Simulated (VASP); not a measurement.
# BaTe (P4/mmm) in VASP: further runs

Runs on BaTe. Level: LDA. Tasks: single point.

Everything below comes from runs of VASP 6.6.1. Logs are shortened: lines on timing, memory, paths and dates and some standing lists are left out, and cuts for length are marked.

### 1 The cell of the first run

Symmetry: P4/mmm, No. 123, tetragonal system. The conventional cell has a = 4.049 Å, b = 4.049 Å, c = 4.262 Å, α = 90.00°, β = 90.00°, γ = 90.00°. Within 4.7 Å of Ba (site symmetry 4/mmm) lie 8 Te at 3.57 Å and 6 Ba at 4.05 to 4.26 Å. Within 4.7 Å of Te (site symmetry 4/mmm) lie 8 Ba at 3.57 Å and 6 Te at 4.05 to 4.26 Å.

### 2 Single point, LDA (strain -0.050 along x and y, +0.000 along z)

Contents of INCAR:

```
SYSTEM = BaTe
ALGO = Normal ; EDIFF = 1E-7
ENCUT = 520 ; ISIF = 2
ISMEAR = 0 ; LASPH = .True.
LCHARG = .False. ; LREAL = .False.
LWAVE = .False. ; NBANDS = 15
NELM = 80 ; PREC = Accurate
SIGMA = 0.05
```

Contents of KPOINTS:

```
k-points
0
Gamma
  6 6 6
  0 0 0
```

Contents of POSCAR:

```
BaTe
1.0
    4.0493427000      0.0000000000      0.0000000000
    0.0000000000      4.0493427000      0.0000000000
    0.0000000000      0.0000000000      4.2624660000
Ba Te
1 1
Direct
    0.0000000000      0.0000000000      0.0000000000
    0.5000000000      0.5000000000      0.5000000000
```

Potentials or basis: VASP PAW LDA potentials, release 64 (Ba_sv, Te).

Command:

```sh
> cat potpaw_LDA.64/Ba_sv/POTCAR potpaw_LDA.64/Te/POTCAR > POTCAR
> mpirun -np 1 vasp_std > vasp.out
```

OUTCAR:

```text
SYSTEM = BaTe
   EDIFF = 1E-7
   ENCUT = 520
   ISIF = 2
   ISMEAR = 0
   LASPH = .True.
   LREAL = .False.
   NELM = 80
   PREC = Accurate

 ion  position               nearest neighbor table
   1  0.000  0.000  0.000-   2 3.57   2 3.57   2 3.57   2 3.57   2 3.57   2 3.57   2 3.57   2 3.57

   2  0.500  0.500  0.500-   1 3.57   1 3.57   1 3.57   1 3.57   1 3.57   1 3.57   1 3.57   1 3.57

  LATTYP: Found a simple tetragonal cell.
 ALAT       =     4.0493427000
 C/A-ratio  =     1.0526315789

  Lattice vectors:

 A1 = (   4.0493427000,   0.0000000000,   0.0000000000)
 A2 = (   0.0000000000,   4.0493427000,   0.0000000000)
 A3 = (   0.0000000000,   0.0000000000,   4.2624660000)

Analysis of symmetry for initial positions (statically):
=====================================================================
 Subroutine PRICEL returns:
 Original cell was already a primitive cell.

 Routine SETGRP: Setting up the symmetry group for a
 simple tetragonal supercell.

 Subroutine GETGRP returns: Found 16 space group operations
 (whereof 16 operations were pure point group operations)
 out of a pool of 16 trial point group operations.

The static configuration has the point symmetry D_4h.

Analysis of symmetry for dynamics (positions and initial velocities):
=====================================================================
 Subroutine PRICEL returns:
 Original cell was already a primitive cell.

 Routine SETGRP: Setting up the symmetry group for a
 simple tetragonal supercell.

 Subroutine GETGRP returns: Found 16 space group operations
 (whereof 16 operations were pure point group operations)
 out of a pool of 16 trial point group operations.

The dynamic configuration has the point symmetry D_4h.

 Subroutine INISYM returns: Found 16 space group operations
 (whereof 16 operations are pure point group operations),
 and found     1 'primitive' translations

----------------------------------------------------------------------------------------

                                     Primitive cell

  volume of cell :      69.8924

  direct lattice vectors                    reciprocal lattice vectors
     4.049342700  0.000000000  0.000000000     0.246953660  0.000000000  0.000000000
     0.000000000  4.049342700  0.000000000     0.000000000  0.246953660  0.000000000
     0.000000000  0.000000000  4.262466000     0.000000000  0.000000000  0.234605977

  length of vectors
     4.049342700  4.049342700  4.262466000     0.246953660  0.246953660  0.234605977

  position of ions in fractional coordinates (direct lattice)
     0.000000000  0.000000000  0.000000000
     0.500000000  0.500000000  0.500000000

  ion indices of the primitive-cell ions
   primitive index   ion index
                 1           1
                 2           2

----------------------------------------------------------------------------------------

 KPOINTS: k-points

Automatic generation of k-mesh.
 Grid dimensions read from file:
 generate k-points for:    6    6    6

 Generating k-lattice:

  Cartesian coordinates                     Fractional coordinates (reciprocal lattice)
     0.041158943  0.000000000  0.000000000     0.166666667  0.000000000  0.000000000
     0.000000000  0.041158943  0.000000000     0.000000000  0.166666667  0.000000000
     0.000000000  0.000000000  0.039100996     0.000000000  0.000000000  0.166666667

  Length of vectors
     0.041158943  0.041158943  0.039100996

  Shift w.r.t. Gamma in fractional coordinates (k-lattice)
     0.000000000  0.000000000  0.000000000

 Subroutine IBZKPT returns following result:
 ===========================================

 Found     40 irreducible k-points:

 Following reciprocal coordinates:
            Coordinates               Weight
  0.000000  0.000000  0.000000      1.000000
  0.166667  0.000000  0.000000      4.000000
  0.333333  0.000000  0.000000      4.000000
  0.500000  0.000000  0.000000      2.000000
  0.166667  0.166667  0.000000      4.000000
  0.333333  0.166667  0.000000      8.000000
[... 16 lines left out ...]
  0.333333  0.000000  0.333333      8.000000
  0.500000  0.000000  0.333333      4.000000
 [... further k-points ...]
   k-points           NKPTS =     40   k-points in BZ     NKDIM =     40   number of bands    NBANDS=     15
   number of dos      NEDOS =    301   number of ions     NIONS =      2
   total plane-waves  NPLWV =  28800
   dimension x,y,z NGX =    30 NGY =   30 NGZ =   32
   dimension x,y,z NGXF=    60 NGYF=   60 NGZF=   64
   ions per type =               1   1
   NGX,Y,Z   is equivalent  to a cutoff of  12.32, 12.32, 12.48 a.u.
   NGXF,Y,Z  is equivalent  to a cutoff of  24.63, 24.63, 24.96 a.u.
 SYSTEM =  BaTe
   PREC   = accura    normal or accurate (medium, high low for compatibility)
   ISTART =      0    job   : 0-new  1-cont  2-samecut
   ICHARG =      2    charge: 1-file 2-atom 10-const
   ISPIN  =      1    spin polarized calculation?
   LNONCOLLINEAR =      F non collinear calculations
   LSORBIT =      F    spin-orbit coupling
   LASPH  =      T    aspherical Exc in radial PAW
   ENCUT  =  520.0 eV  38.22 Ry    6.18 a.u.   7.53  7.53  7.93*2*pi/ulx,y,z
   NELM   =     80;   NELMIN=  2; NELMDL= -5     # of ELM steps
   EDIFF  = 0.1E-06   stopping-criterion for ELM
   LREAL  =      F    real-space projection
   EDIFFG = 0.1E-05   stopping-criterion for IOM
   NSW    =      0    number of steps for IOM
   IBRION =     -1    ionic relax: 0-MD 1-quasi-New 2-CG
   NFREE  =      0    steps in history (QN), initial steepest desc. (CG)
   ISIF   =      2    stress and relaxation
   ISYM   =      2    0-nonsym 1-usesym 2-fastsym
   POTIM  = 0.5000    time-step for ionic-motion
   TEBEG  =    0.0;   TEEND  =   0.0 temperature during run
   PSTRESS=    0.0 pullay stress
   NELECT =      16.0000    total number of electrons
   NUPDOWN=      -1.0000    fix difference up-down
   EMIN   =  10.00;   EMAX   =-10.00  energy-range for DOS
   EFERMI =   0.00;   METHOD = LEGACY
   ISMEAR =     0;   SIGMA  =   0.05  broadening in eV -4-tet -1-fermi 0-gaus
   EFERMI_NEDOS =   21; number of points for ismear=-14 and -15
   IALGO  =     38    algorithm
   IMIX   =      4    mixing-type and parameters
     AMIX     =   0.40;   BMIX     =  1.00
     AMIX_MAG =   1.60;   BMIX_MAG =  1.00
  volume/ion in A,a.u.               =      34.95       235.83
  Fermi-wavevector in a.u.,A,eV,Ry     =   1.001470  1.892505 13.645870  1.002943
  Thomas-Fermi vector in A             =   2.133895
   LORBIT       =      0    0 simple, 1 ext, 2 COOP (PROOUT), +10 PAW based schemes
   GGA     = CA    functional components
   LHFCALC =     F    Hartree Fock is set to
   AEXX    =    0.0000 exact exchange contribution
   IVDW    =     0    specifies the selected vdW correction
   LEPSILON=     F    determine dielectric tensor
   LRPA    =     F    only Hartree local field effects (RPA)
 non-spin polarized calculation
 Gauss-broadening in eV      SIGMA  =   0.05
  energy-cutoff  :      520.00
  volume of cell :       69.89
 maximum number of plane-waves:      1920
   NGX = 15   NGY = 15   NGZ = 15

 number of electron      16.0000000 magnetization

 Free energy of the ion-electron system (eV)
  ---------------------------------------------------
  ext. energy  EPLUGINS =         0.00000000
  ---------------------------------------------------
  free energy    TOTEN  =        -9.34014730 eV

  energy without entropy =       -9.34012932  energy(sigma->0) =       -9.34013831

 E-fermi :   4.6995     XC(G=0):  -9.4766

 val. band max:        4.6083080198   @ k =   0.5000   0.0000   0.5000
 cond. band min:       4.7819776988   @ k =   0.0000   0.0000   0.0000
 fundamental gap:      0.1736696791
 Fermi energy:         4.6995447823

 k-point     1 :       0.0000    0.0000    0.0000
  band No.  band energies     occupation
      1     -23.4790      2.00000
      2      -8.5545      2.00000
      3      -8.4827      2.00000
      4      -8.4827      2.00000
      5      -6.3207      2.00000
      6       3.7825      2.00000
      7       4.2428      2.00000
      8       4.2428      2.00000
      9       4.7820      0.01972
     10       4.8633      0.00000
     11       7.2156      0.00000
     12       9.0446      0.00000
     13       9.0446      0.00000
     14       9.4288      0.00000
     15      12.8653      0.00000

 k-point     2 :       0.1667    0.0000    0.0000
  band No.  band energies     occupation
      1     -23.4662      2.00000
      2      -8.7607      2.00000
      3      -8.5308      2.00000
      4      -8.4621      2.00000
      5      -6.0285      2.00000
      6       2.8125      2.00000
      7       3.5917      2.00000
      8       4.0965      2.00000
      9       4.9844      0.00000
     10       5.8823      0.00000
     11       8.3468      0.00000
     12       9.1537      0.00000
     13       9.1556      0.00000
     14       9.4404      0.00000
     15      11.6381      0.00000

 k-point     3 :       0.3333    0.0000    0.0000
  band No.  band energies     occupation
      1     -23.4404      2.00000
      2      -9.2039      2.00000
      3      -8.4828      2.00000
      4      -8.4201      2.00000
      5      -5.5029      2.00000
      6       1.2710      2.00000
      7       3.2242      2.00000
      8       3.8002      2.00000
      9       5.4433      0.00000
     10       7.8101      0.00000
     11       9.4079      0.00000
     12       9.6624      0.00000
     13       9.7491      0.00000
     14       9.7559      0.00000
     15       9.9043      0.00000
[... 343 lines left out ...]
 k-point    23 :       0.3333    0.0000    0.3333
  band No.  band energies     occupation
      1     -23.4197      2.00000
      2      -9.0376      2.00000
      3      -8.8676      2.00000
      4      -8.3883      2.00000
      5      -5.5458      2.00000
      6       1.7420      2.00000
      7       2.4671      2.00000
      8       4.1265      2.00000
      9       5.8410      0.00000
     10       7.6665      0.00000
     11       7.7698      0.00000
     12       8.9492      0.00000
     13       8.9576      0.00000
     14      10.3561      0.00000
     15      12.5061      0.00000

 k-point    24 :       0.5000    0.0000    0.3333
  band No.  band energies     occupation
      1     -23.4072      2.00000
      2      -9.1765      2.00000
      3      -8.8060      2.00000
      4      -8.3711      2.00000
      5      -5.5759      2.00000
      6       1.6910      2.00000
      7       2.4832      2.00000
      8       4.2814      2.00000
      9       5.5825      0.00000
     10       7.5893      0.00000
     11       7.8929      0.00000
     12       7.9910      0.00000
     13       9.5054      0.00000
     14      11.6076      0.00000
     15      11.9367      0.00000

 [... further k-points ...]

------------------------ aborting loop because EDIFF is reached ----------------------------------------

  FORCE on cell =-STRESS in cart. coord.  units (eV):
  Direction    XX          YY          ZZ          XY          YZ          ZX
  --------------------------------------------------------------------------------------
  -------------------------------------------------------------------------------------
  Total        0.8615806      0.8615806     -0.8747356      0.0000000      0.0000000     -0.0000000
  in kB       19.7504274     19.7504274    -20.0519860      0.0000000      0.0000000     -0.0000000
  external PRESSURE =       6.4829563 kB  Pullay stress =       0.0000000 kB

 VOLUME and BASIS-vectors are now :
 -----------------------------------------------------------------------------
  energy-cutoff  :      520.00
  volume of cell :       69.89
      direct lattice vectors                 reciprocal lattice vectors
     4.049342700  0.000000000  0.000000000     0.246953660  0.000000000  0.000000000
     0.000000000  4.049342700  0.000000000     0.000000000  0.246953660  0.000000000
     0.000000000  0.000000000  4.262466000     0.000000000  0.000000000  0.234605977

 POSITION                                       TOTAL-FORCE (eV/Angst)
 -----------------------------------------------------------------------------------
      0.00000      0.00000      0.00000         0.000000      0.000000      0.000000
      2.02467      2.02467      2.13123         0.000000      0.000000      0.000000
 -----------------------------------------------------------------------------------
    total drift:                                0.000000     -0.000000     -0.000000

  FREE ENERGIE OF THE ION-ELECTRON SYSTEM (eV)
  ---------------------------------------------------
  free  energy   TOTEN  =        -9.3401472993 eV

  energy  without entropy=       -9.3401293244  energy(sigma->0) =       -9.34013831
```

It took 24 s on 1 thread of Intel Xeon Platinum 8488C (Sapphire Rapids), shared host; peak memory 0.18 GiB.

What came out:

| Property | Result |
| --- | --- |
| Free energy | -9.3401 eV |
| Pressure | 0.6 GPa |
| Band gap on the k mesh | 0.17 eV, indirect (least direct gap 0.50 eV) |

Stress tensor (GPa, compression positive):
```
 1.98  0.00  0.00
 0.00  1.98  0.00
 0.00  0.00 -2.01
```

Caveat: the cell differs from its parent crystal (strain -0.050 along x and y, +0.000 along z); spin-orbit coupling is left out, which moves the levels of the heavy elements. A k mesh can miss the band edges.

[end of part 1 of 2]
